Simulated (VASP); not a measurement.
**MnF2: single point with PBE**

The system is MnF2.

```
Mn F
1.0
     4.84148    0.00000    0.00000
     0.00000    4.84148    0.00000
     0.00000    0.00000    3.28874
Mn F
2 4
Cartesian
  0.0000 0.0000 0.0000
  2.4207 2.4207 1.6444
  1.4781 1.4781 0.0000
  0.9426 3.8988 1.6444
  3.3634 3.3634 0.0000
  3.8988 0.9426 1.6444
```

```yaml
Program: VASP 6.6.1
Task: single point
Functional: PBE
Potentials_or_basis: VASP PAW PBE potentials, release 64 (Mn_pv, F)
Cutoff: 520 eV
k_mesh: 7 × 7 × 10
Occupations: fermi-dirac, width 0.1 eV
Spin: no spin polarisation
Dipole_correction: no
k_mesh_for_the_DOS: 11 × 11 × 15
Occupations_for_the_DOS: tetrahedron
Further_INCAR_settings: ALGO = Normal; EDIFF = 1e-06
```

* Valence electrons inside the program's atomic spheres: Mn 11.36; F 6.05

Levels at points of the mesh, in eV from the Fermi level:
```
           k point  band 24  band 25  band 26  band 27  band 28  band 29  band 30  band 31
(0.00, 0.00, 0.00)    -0.42    -0.29    -0.26    -0.26     0.27     0.31     1.26     1.26
```

Run time: 3.7 min on 1 thread of AMD EPYC 7R13 Processor (Zen 3), on a shared host, peak memory 0.37 GiB.

Caveat: the run has no spin polarisation, though such a crystal can be magnetic; semilocal functionals often make such compounds metallic where correlation or magnetic order opens a gap, which also shifts bond lengths. Spin polarisation is off, so any magnetic state and its effect on volume and gap are missing.
